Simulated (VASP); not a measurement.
# Si (Fm-3m) in VASP: a series of runs

Runs on Si. Level: r2SCAN. Tasks: single point.

All numbers are computed with VASP 6.6.1; they aren't measurements. Logs are shortened: lines on timing, memory, paths and dates and some standing lists are left out, and cuts for length are marked.

## Step 1: The cell of the first run

Symmetry: Fm-3m, No. 225, cubic system. Conventional cell: a = 3.822 Å, b = 3.822 Å, c = 3.822 Å, α = 90.00°, β = 90.00°, γ = 90.00°. Within 3.6 Å of Si (site symmetry m-3m) lie 12 Si at 2.70 Å.

This isn't the form of Si at room conditions, which is diamond.

## Step 2: Single point, r2SCAN

Contents of POSCAR:

```
Si
1.0
    0.0000000000      1.9108305409      1.9108305409
    1.9108305409      0.0000000000      1.9108305409
    1.9108305409      1.9108305409      0.0000000000
Si
1
Direct
    0.0000000000      0.0000000000      0.0000000000
```

Contents of INCAR.step1:

```
PREC = Accurate
ENCUT = 520
ISMEAR = 0
SIGMA = 0.15
LREAL = False
LASPH = True
NELM = 100
NBANDS = 8
GGA = PE
ALGO = Normal
EDIFF = 1E-4
LWAVE = True
LCHARG = False
```

Contents of INCAR.step2:

```
PREC = Accurate
ENCUT = 520
EDIFF = 1E-6
ISMEAR = 0
SIGMA = 0.15
LREAL = False
LASPH = True
NELM = 100
ALGO = Normal
ISIF = 2
LWAVE = False
LCHARG = False
METAGGA = R2SCAN
LMIXTAU = True
NBANDS = 8
ISTART = 1
```

Contents of KPOINTS:

```
Automatic mesh
0
Gamma
  22 22 22
```

Potentials or basis: VASP PAW PBE potentials, release 64 (Si).

Command:

```
cat potpaw_PBE.64/Si/POTCAR > POTCAR
cp INCAR.step1 INCAR
mpirun -np 1 vasp_std > vasp.out
cp INCAR.step2 INCAR
mpirun -np 1 vasp_std > vasp.out
```

OUTCAR:

```text
PREC = Accurate
   ENCUT = 520
   EDIFF = 1E-6
   ISMEAR = 0
   LREAL = False
   LASPH = True
   NELM = 100
   ISIF = 2
   METAGGA = R2SCAN
   ISTART = 1

 ion  position               nearest neighbor table
   1  0.000  0.000  0.000-

  LATTYP: Found a face centered cubic cell.
 ALAT       =     3.8216610818

  Lattice vectors:

 A1 = (   0.0000000000,   1.9108305409,   1.9108305409)
 A2 = (   1.9108305409,   0.0000000000,   1.9108305409)
 A3 = (   1.9108305409,   1.9108305409,   0.0000000000)

Analysis of symmetry for initial positions (statically):
=====================================================================
 Subroutine PRICEL returns:
 Original cell was already a primitive cell.

 Routine SETGRP: Setting up the symmetry group for a
 face centered cubic supercell.

 Subroutine GETGRP returns: Found 48 space group operations
 (whereof 48 operations were pure point group operations)
 out of a pool of 48 trial point group operations.

The static configuration has the point symmetry O_h .

Analysis of symmetry for dynamics (positions and initial velocities):
=====================================================================
 Subroutine PRICEL returns:
 Original cell was already a primitive cell.

 Routine SETGRP: Setting up the symmetry group for a
 face centered cubic supercell.

 Subroutine GETGRP returns: Found 48 space group operations
 (whereof 48 operations were pure point group operations)
 out of a pool of 48 trial point group operations.

The dynamic configuration has the point symmetry O_h .

 Subroutine INISYM returns: Found 48 space group operations
 (whereof 48 operations are pure point group operations),
 and found     1 'primitive' translations

----------------------------------------------------------------------------------------

                                     Primitive cell

  volume of cell :      13.9539

  direct lattice vectors                    reciprocal lattice vectors
     0.000000000  1.910830541  1.910830541    -0.261666322  0.261666322  0.261666322
     1.910830541  0.000000000  1.910830541     0.261666322 -0.261666322  0.261666322
     1.910830541  1.910830541  0.000000000     0.261666322  0.261666322 -0.261666322

  length of vectors
     2.702322466  2.702322466  2.702322466     0.453219365  0.453219365  0.453219365

  position of ions in fractional coordinates (direct lattice)
     0.000000000  0.000000000  0.000000000

  ion indices of the primitive-cell ions
   primitive index   ion index
                 1           1

----------------------------------------------------------------------------------------

 KPOINTS: Automatic mesh

Automatic generation of k-mesh.
 Grid dimensions read from file:
 generate k-points for:   22   22   22

 Generating k-lattice:

  Cartesian coordinates                     Fractional coordinates (reciprocal lattice)
    -0.011893924  0.011893924  0.011893924     0.045454545  0.000000000  0.000000000
     0.011893924 -0.011893924  0.011893924     0.000000000  0.045454545  0.000000000
     0.011893924  0.011893924 -0.011893924     0.000000000  0.000000000  0.045454545

  Length of vectors
     0.020600880  0.020600880  0.020600880

  Shift w.r.t. Gamma in fractional coordinates (k-lattice)
     0.000000000  0.000000000  0.000000000

 Subroutine IBZKPT returns following result:
 ===========================================

 Found    328 irreducible k-points:

 Following reciprocal coordinates:
            Coordinates               Weight
  0.000000  0.000000  0.000000      1.000000
  0.045455  0.000000  0.000000      8.000000
  0.090909  0.000000  0.000000      8.000000
  0.136364  0.000000  0.000000      8.000000
  0.181818  0.000000  0.000000      8.000000
  0.227273  0.000000  0.000000      8.000000
[... 16 lines left out ...]
  0.500000  0.045455  0.000000     24.000000
 -0.454545  0.045455  0.000000     24.000000
 [... further k-points ...]
   k-points           NKPTS =    328   k-points in BZ     NKDIM =    328   number of bands    NBANDS=      8
   number of dos      NEDOS =    301   number of ions     NIONS =      1
   total plane-waves  NPLWV =   8000
   dimension x,y,z NGX =    20 NGY =   20 NGZ =   20
   dimension x,y,z NGXF=    40 NGYF=   40 NGZF=   40
   ions per type =               1
   NGX,Y,Z   is equivalent  to a cutoff of  12.30, 12.30, 12.30 a.u.
   NGXF,Y,Z  is equivalent  to a cutoff of  24.61, 24.61, 24.61 a.u.
 SYSTEM =  unknown system
   PREC   = accura    normal or accurate (medium, high low for compatibility)
   ISTART =      1    job   : 0-new  1-cont  2-samecut
   ICHARG =      0    charge: 1-file 2-atom 10-const
   ISPIN  =      1    spin polarized calculation?
   LNONCOLLINEAR =      F non collinear calculations
   LSORBIT =      F    spin-orbit coupling
   LASPH  =      T    aspherical Exc in radial PAW
   ENCUT  =  520.0 eV  38.22 Ry    6.18 a.u.   5.02  5.02  5.02*2*pi/ulx,y,z
   NELM   =    100;   NELMIN=  2; NELMDL=  0     # of ELM steps
   EDIFF  = 0.1E-05   stopping-criterion for ELM
   LREAL  =      F    real-space projection
   EDIFFG = 0.1E-04   stopping-criterion for IOM
   NSW    =      0    number of steps for IOM
   IBRION =     -1    ionic relax: 0-MD 1-quasi-New 2-CG
   NFREE  =      0    steps in history (QN), initial steepest desc. (CG)
   ISIF   =      2    stress and relaxation
   ISYM   =      2    0-nonsym 1-usesym 2-fastsym
   POTIM  = 0.5000    time-step for ionic-motion
   TEBEG  =    0.0;   TEEND  =   0.0 temperature during run
   PSTRESS=    0.0 pullay stress
   NELECT =       4.0000    total number of electrons
   NUPDOWN=      -1.0000    fix difference up-down
   EMIN   =  10.00;   EMAX   =-10.00  energy-range for DOS
   EFERMI =   0.00;   METHOD = LEGACY
   ISMEAR =     0;   SIGMA  =   0.15  broadening in eV -4-tet -1-fermi 0-gaus
   EFERMI_NEDOS =   21; number of points for ismear=-14 and -15
   IALGO  =     38    algorithm
   IMIX   =      4    mixing-type and parameters
     AMIX     =   0.40;   BMIX     =  1.00
     AMIX_MAG =   1.60;   BMIX_MAG =  1.00
  volume/ion in A,a.u.               =      13.95        94.17
  Fermi-wavevector in a.u.,A,eV,Ry     =   1.079434  2.039834 15.853198  1.165177
  Thomas-Fermi vector in A             =   2.215399
   LORBIT       =      0    0 simple, 1 ext, 2 COOP (PROOUT), +10 PAW based schemes
   METAGGA = R2SCAN    functional components
   LHFCALC =     F    Hartree Fock is set to
   AEXX    =    0.0000 exact exchange contribution
   IVDW    =     0    specifies the selected vdW correction
   LEPSILON=     F    determine dielectric tensor
   LRPA    =     F    only Hartree local field effects (RPA)
 non-spin polarized calculation
 Gauss-broadening in eV      SIGMA  =   0.15
  energy-cutoff  :      520.00
  volume of cell :       13.95
 maximum number of plane-waves:       388
   NGX =  9   NGY =  9   NGZ =  9

 number of electron       4.0000000 magnetization

 Free energy of the ion-electron system (eV)
  ---------------------------------------------------
  ext. energy  EPLUGINS =         0.00000000
  ---------------------------------------------------
  free energy    TOTEN  =        -8.03116524 eV

  energy without entropy =       -8.02668723  energy(sigma->0) =       -8.02892623

 E-fermi :  10.7199     XC(G=0): -12.1417

 val. band max:       10.7174936608   @ k =   0.5000   0.3636   0.1364
 cond. band min:      10.7574674247   @ k =  -0.4091   0.3636   0.1364
 fundamental gap:      0.0399737638
 Fermi energy:        10.7199017837

 k-point     1 :       0.0000    0.0000    0.0000
  band No.  band energies     occupation
      1      -5.0333      2.00000
      2      23.1583      0.00000
      3      23.1583      0.00000
      4      23.1583      0.00000
      5      23.4821      0.00000
      6      23.4821      0.00000
      7      23.4822      0.00000
      8      29.0899      0.00000

 k-point     2 :       0.0455    0.0000    0.0000
  band No.  band energies     occupation
      1      -4.9677      2.00000
      2      21.4941      0.00000
      3      22.5481      0.00000
      4      22.5481      0.00000
      5      24.1782      0.00000
      6      24.1782      0.00000
      7      24.5542      0.00000
      8      29.6583      0.00000

 k-point     3 :       0.0909    0.0000    0.0000
  band No.  band energies     occupation
      1      -4.7710      2.00000
      2      19.4246      0.00000
      3      21.8995      0.00000
      4      21.8995      0.00000
      5      25.0599      0.00000
      6      25.0600      0.00000
      7      25.0703      0.00000
      8      29.8630      0.00000

 k-point     4 :       0.1364    0.0000    0.0000
  band No.  band energies     occupation
      1      -4.4435      2.00000
      2      17.2888      0.00000
      3      21.3504      0.00000
      4      21.3504      0.00000
      5      25.1842      0.00000
      6      25.8631      0.00000
      7      25.8632      0.00000
      8      29.0975      0.00000

 k-point     5 :       0.1818    0.0000    0.0000
  band No.  band energies     occupation
      1      -3.9859      2.00000
      2      15.1724      0.00000
      3      20.9067      0.00000
      4      20.9067      0.00000
      5      25.1483      0.00000
      6      26.1453      0.00000
      7      26.1454      0.00000
      8      28.9300      0.00000
[... 177 lines left out ...]
 k-point    22 :       0.4545    0.0455    0.0000
  band No.  band energies     occupation
      1       1.0647      2.00000
      2       4.7978      2.00000
      3      19.4582      0.00000
      4      19.8491      0.00000
      5      21.9570      0.00000
      6      23.3664      0.00000
      7      25.8120      0.00000
      8      28.5588      0.00000

 k-point    23 :       0.5000    0.0455    0.0000
  band No.  band energies     occupation
      1       2.3294      2.00000
      2       3.3376      2.00000
      3      19.5155      0.00000
      4      19.7097      0.00000
      5      22.1062      0.00000
      6      22.9372      0.00000
      7      25.8499      0.00000
      8      28.3389      0.00000

 k-point    24 :      -0.4545    0.0455    0.0000
  band No.  band energies     occupation
      1       1.9041      2.00000
      2       3.8020      2.00000
      3      19.2137      0.00000
      4      20.0258      0.00000
      5      22.4466      0.00000
      6      22.6638      0.00000
      7      25.7967      0.00000
      8      28.4205      0.00000

 [... further k-points ...]

------------------------ aborting loop because EDIFF is reached ----------------------------------------

  FORCE on cell =-STRESS in cart. coord.  units (eV):
  Direction    XX          YY          ZZ          XY          YZ          ZX
  --------------------------------------------------------------------------------------
  -------------------------------------------------------------------------------------
  Total       -0.0911300     -0.0911300     -0.0911300      0.0000000      0.0000000     -0.0000000
  in kB      -10.4634656    -10.4634656    -10.4634656      0.0000000      0.0000000     -0.0000000
  external PRESSURE =     -10.4634656 kB  Pullay stress =       0.0000000 kB

 VOLUME and BASIS-vectors are now :
 -----------------------------------------------------------------------------
  energy-cutoff  :      520.00
  volume of cell :       13.95
      direct lattice vectors                 reciprocal lattice vectors
     0.000000000  1.910830541  1.910830541    -0.261666322  0.261666322  0.261666322
     1.910830541  0.000000000  1.910830541     0.261666322 -0.261666322  0.261666322
     1.910830541  1.910830541  0.000000000     0.261666322  0.261666322 -0.261666322

 POSITION                                       TOTAL-FORCE (eV/Angst)
 -----------------------------------------------------------------------------------
      0.00000      0.00000      0.00000         0.000000      0.000000     -0.000000
 -----------------------------------------------------------------------------------
    total drift:                                0.000000      0.000000     -0.000000

  FREE ENERGIE OF THE ION-ELECTRON SYSTEM (eV)
  ---------------------------------------------------
  free  energy   TOTEN  =        -8.0311652359 eV

  energy  without entropy=       -8.0266872316  energy(sigma->0) =       -8.02892623
```

It took 38 s on 1 thread of Intel Xeon 6975P-C (Granite Rapids), shared host; peak memory 0.14 GiB.

What came out:

- Free energy: -8.0312 eV
- Pressure: -1.0 GPa
- Band gap on the k mesh: zero (bands 2 and 3 overlap by 15.72 eV)

Levels at points of the mesh, in eV from the Fermi level:
```csv
k point,band 1,band 2,band 3,band 4,band 5,band 6
"(0.00, 0.00, 0.00)",-15.75,12.44,12.44,12.44,12.76,12.76
"(0.50, 0.00, 0.00)",-8.15,-7.75,9.55,9.55,11.55,11.55
"(0.50, 0.50, 0.00)",-6.01,-4.70,3.49,3.49,4.46,7.65
```

Caveat: the PAW data sets were made with another functional, which shifts forces and pressure a little.

## Step 3: Single point, r2SCAN

POSCAR is that of step 2.

Contents of INCAR.step1:

```
  ALGO = Normal
  EDIFF = 1E-4
  ENCUT = 520
  GGA = PE
  ISMEAR = 0
  LASPH = True
  LCHARG = False
  LREAL = False
  LWAVE = True
  NBANDS = 8
  NELM = 100
  PREC = Accurate
  SIGMA = 0.15
```

Contents of INCAR.step2:

```
  ALGO = Normal
  EDIFF = 1E-7
  ENCUT = 520
  ISIF = 2
  ISMEAR = 0
  ISTART = 1
  LASPH = True
  LCHARG = False
  LMIXTAU = True
  LREAL = False
  LWAVE = False
  METAGGA = R2SCAN
  NBANDS = 8
  NELM = 100
  PREC = Accurate
  SIGMA = 0.15
```

Contents of KPOINTS:

```
k-points
0
Gamma
  24 24 24
```

Potentials or basis: VASP PAW PBE potentials, release 64 (Si).

Command:

```
cat potpaw_PBE.64/Si/POTCAR > POTCAR
cp INCAR.step1 INCAR
mpirun -np 1 vasp_std > vasp.out
cp INCAR.step2 INCAR
mpirun -np 1 vasp_std > vasp.out
```

OUTCAR:

```text
EDIFF = 1E-7
   ENCUT = 520
   ISIF = 2
   ISMEAR = 0
   ISTART = 1
   LASPH = True
   LREAL = False
   METAGGA = R2SCAN
   NELM = 100
   PREC = Accurate

 ion  position               nearest neighbor table
   1  0.000  0.000  0.000-

  LATTYP: Found a face centered cubic cell.
 ALAT       =     3.8216610818

  Lattice vectors:

 A1 = (   0.0000000000,   1.9108305409,   1.9108305409)
 A2 = (   1.9108305409,   0.0000000000,   1.9108305409)
 A3 = (   1.9108305409,   1.9108305409,   0.0000000000)

Analysis of symmetry for initial positions (statically):
=====================================================================
 Subroutine PRICEL returns:
 Original cell was already a primitive cell.

 Routine SETGRP: Setting up the symmetry group for a
 face centered cubic supercell.

 Subroutine GETGRP returns: Found 48 space group operations
 (whereof 48 operations were pure point group operations)
 out of a pool of 48 trial point group operations.

The static configuration has the point symmetry O_h .

Analysis of symmetry for dynamics (positions and initial velocities):
=====================================================================
 Subroutine PRICEL returns:
 Original cell was already a primitive cell.

 Routine SETGRP: Setting up the symmetry group for a
 face centered cubic supercell.

 Subroutine GETGRP returns: Found 48 space group operations
 (whereof 48 operations were pure point group operations)
 out of a pool of 48 trial point group operations.

The dynamic configuration has the point symmetry O_h .

 Subroutine INISYM returns: Found 48 space group operations
 (whereof 48 operations are pure point group operations),
 and found     1 'primitive' translations

----------------------------------------------------------------------------------------
[... 110 lines left out ...]
     AMIX     =   0.40;   BMIX     =  1.00
     AMIX_MAG =   1.60;   BMIX_MAG =  1.00
  volume/ion in A,a.u.               =      13.95        94.17
  Fermi-wavevector in a.u.,A,eV,Ry     =   1.079434  2.039834 15.853198  1.165177
  Thomas-Fermi vector in A             =   2.215399
   LORBIT       =      0    0 simple, 1 ext, 2 COOP (PROOUT), +10 PAW based schemes
   METAGGA = R2SCAN    functional components
   LHFCALC =     F    Hartree Fock is set to
   AEXX    =    0.0000 exact exchange contribution
   IVDW    =     0    specifies the selected vdW correction
   LEPSILON=     F    determine dielectric tensor
   LRPA    =     F    only Hartree local field effects (RPA)
 non-spin polarized calculation
 Gauss-broadening in eV      SIGMA  =   0.15
  energy-cutoff  :      520.00
  volume of cell :       13.95
 maximum number of plane-waves:       388
   NGX =  9   NGY =  9   NGZ =  9

 number of electron       4.0000000 magnetization

 Free energy of the ion-electron system (eV)
  ---------------------------------------------------
  ext. energy  EPLUGINS =         0.00000000
  ---------------------------------------------------
  free energy    TOTEN  =        -8.02936967 eV

  energy without entropy =       -8.02433434  energy(sigma->0) =       -8.02685200

 E-fermi :  10.7332     XC(G=0): -12.1423

 val. band max:       10.7297925635   @ k =  -0.3333   0.4167   0.1667
 cond. band min:      10.7344267564   @ k =   0.3333   0.1250   0.0000
 fundamental gap:      0.0046341929
 Fermi energy:        10.7331882492

 k-point     1 :       0.0000    0.0000    0.0000
  band No.  band energies     occupation
      1      -5.0340      2.00000
      2      23.1583      0.00000
      3      23.1583      0.00000
      4      23.1583      0.00000
      5      23.4823      0.00000
      6      23.4823      0.00000
      7      23.4823      0.00000
      8      29.0902      0.00000
[... 243 lines left out ...]
 k-point    24 :       0.4583    0.0417    0.0000
  band No.  band energies     occupation
      1       1.1921      2.00000
      2       4.6183      2.00000
      3      19.5537      0.00000
      4      19.9079      0.00000
      5      22.0070      0.00000
      6      23.2249      0.00000
      7      25.7416      0.00000
      8      28.4330      0.00000

 [... further k-points ...]

------------------------ aborting loop because EDIFF is reached ----------------------------------------

  FORCE on cell =-STRESS in cart. coord.  units (eV):
  Direction    XX          YY          ZZ          XY          YZ          ZX
  --------------------------------------------------------------------------------------
  -------------------------------------------------------------------------------------
  Total       -0.0773434     -0.0773434     -0.0773434      0.0000000     -0.0000000      0.0000000
  in kB       -8.8804928     -8.8804928     -8.8804928      0.0000000     -0.0000000      0.0000000
  external PRESSURE =      -8.8804928 kB  Pullay stress =       0.0000000 kB

 VOLUME and BASIS-vectors are now :
 -----------------------------------------------------------------------------
  energy-cutoff  :      520.00
  volume of cell :       13.95
      direct lattice vectors                 reciprocal lattice vectors
     0.000000000  1.910830541  1.910830541    -0.261666322  0.261666322  0.261666322
     1.910830541  0.000000000  1.910830541     0.261666322 -0.261666322  0.261666322
     1.910830541  1.910830541  0.000000000     0.261666322  0.261666322 -0.261666322

 POSITION                                       TOTAL-FORCE (eV/Angst)
 -----------------------------------------------------------------------------------
      0.00000      0.00000      0.00000        -0.000000      0.000000     -0.000000
 -----------------------------------------------------------------------------------
    total drift:                                0.000000      0.000000     -0.000000

  FREE ENERGIE OF THE ION-ELECTRON SYSTEM (eV)
  ---------------------------------------------------
  free  energy   TOTEN  =        -8.0293696732 eV

  energy  without entropy=       -8.0243343365  energy(sigma->0) =       -8.02685200
```

It took 53 s on 1 thread of Intel Xeon 6975P-C (Granite Rapids), shared host; peak memory 0.15 GiB.

What came out:

| Item | Value |
| --- | --- |
| Free energy | -8.0294 eV |
| Pressure | -0.9 GPa |
| Band gap on the k mesh | zero (bands 2 and 3 overlap by 15.80 eV) |

Levels at points of the mesh, in eV from the Fermi level:
| k point | band 1 | band 2 | band 3 | band 4 | band 5 | band 6 | band 7 |
| --- | --- | --- | --- | --- | --- | --- | --- |
| (0.00, 0.00, 0.00) | -15.77 | 12.43 | 12.43 | 12.43 | 12.75 | 12.75 | 12.75 |
| (0.50, 0.00, 0.00) | -8.16 | -7.77 | 9.54 | 9.54 | 11.53 | 11.53 | 14.66 |
| (0.50, 0.50, 0.00) | -6.02 | -4.71 | 3.48 | 3.48 | 4.45 | 7.64 | 26.65 |

Caveat: the PAW data sets were made with another functional, which shifts forces and pressure a little.

The gap in the log of VASP goes by the Fermi energy; the results here count the filled bands.